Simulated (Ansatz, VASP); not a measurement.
## Ti: VASP beside Ansatz

```
CELL_PARAMETERS angstrom
2.78616 0.00000 0.00135
-1.39308 2.41288 0.00000
1.39429 0.80499 2.44106
ATOMIC_POSITIONS crystal
Ti 0.00000 0.00000 0.00000
```

Change from the starting cell: band edges of the strained film's bulk.

Alike in both runs: task single point; functional r2SCAN; k mesh 15 × 15 × 14; occupations gaussian, width 0.1 eV; no spin polarisation.

```csv
,VASP,Ansatz
version,VASP 6.6.1,Ansatz 0.2.0
potentials or method,"VASP PAW PBE potentials, release 64 (Ti_sv), cutoff 520 eV","scalar-relativistic, plane waves, PAW"
valence electrons in the cell,12,12
```

Ansatz gave:

* gap on the k mesh at the Fermi level (eV): none
* pressure (GPa): 6.8
* traceless stress, the component that is largest in VASP (GPa): -6.81

Task: Which values does VASP return?

Result: gap on the k mesh at the Fermi level (eV): none; pressure (GPa): 7.2; traceless stress, the component that is largest in VASP (GPa): -6.87.

VASP's potentials were made for PBE, not for r2SCAN. A gap of «none» marks a metal or a gap that the smearing closes.
